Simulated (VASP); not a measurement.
The system is Sb.

```
Sb
1.0
     3.35453    0.00000    0.00000
    -1.67727    2.90511    0.00000
     0.00000    0.00000    5.47016
Sb
2
Direct
  0.66667 0.33333 0.75000
  0.33333 0.66667 0.25000
```

- Program: VASP 6.6.1
- Task: relaxation of cell and atoms
- Functional: PBEsol
- Potentials or basis: VASP PAW PBE potentials, release 64 (Sb_d_GW)
- Cutoff: 500 eV
- k mesh: 9 × 9 × 5
- Occupations: fermi-dirac, width 0.05 eV
- Spin: no spin polarisation

At the start: pressure -1.6 GPa; volume 26.65 Å³/atom.

Where does the relaxation end?

Over 17 steps the energy falls by 4.0 meV/atom and the volume is 26.02 Å³/atom (-2.4 %); space group P6_3/mmc (No. 194, to 0.05 Å).

The path:
| step | energy change (eV) | largest force (eV/Å) | pressure (GPa) | volume (Å³) |
| --- | --- | --- | --- | --- |
| 1 | 0.0000 | 0.0000 | -1.65 | 53.31 |
| 2 | -0.0052 | 0.0000 | 0.95 | 51.22 |
| 3 | -0.0073 | 0.0000 | 0.00 | 51.93 |
| 4 | -0.0073 | 0.0000 | 0.06 | 51.90 |
| 5 | -0.0073 | 0.0000 | -0.05 | 51.97 |
| 6 | -0.0073 | 0.0000 | 0.04 | 51.96 |
| 7 | -0.0073 | 0.0000 | -0.06 | 51.97 |
| 8 | -0.0073 | 0.0000 | -0.04 | 51.97 |
| 9 | -0.0074 | 0.0000 | -0.03 | 51.99 |
| 10 | -0.0075 | 0.0000 | -0.02 | 52.02 |
| 11 | -0.0079 | 0.0000 | -0.06 | 52.08 |
| 12 | -0.0077 | 0.0000 | -0.10 | 52.20 |
| 13 | -0.0078 | 0.0000 | -0.07 | 52.16 |
| 14 | -0.0079 | 0.0000 | -0.07 | 52.12 |
| 15 | -0.0079 | 0.0000 | -0.10 | 52.10 |
| 16 | -0.0078 | 0.0000 | 0.26 | 51.86 |
| 17 | -0.0079 | 0.0000 | -0.01 | 52.05 |

Final structure:
```
Sb
1.0
     3.35516    0.00000    0.00000
    -1.67758    2.90566    0.00000
     0.00000    0.00000    5.33892
Sb
2
Direct
  0.66667 0.33333 0.75000
  0.33333 0.66667 0.25000
```

Caveat: the PAW data sets were made with another functional, which shifts forces and pressure a little.
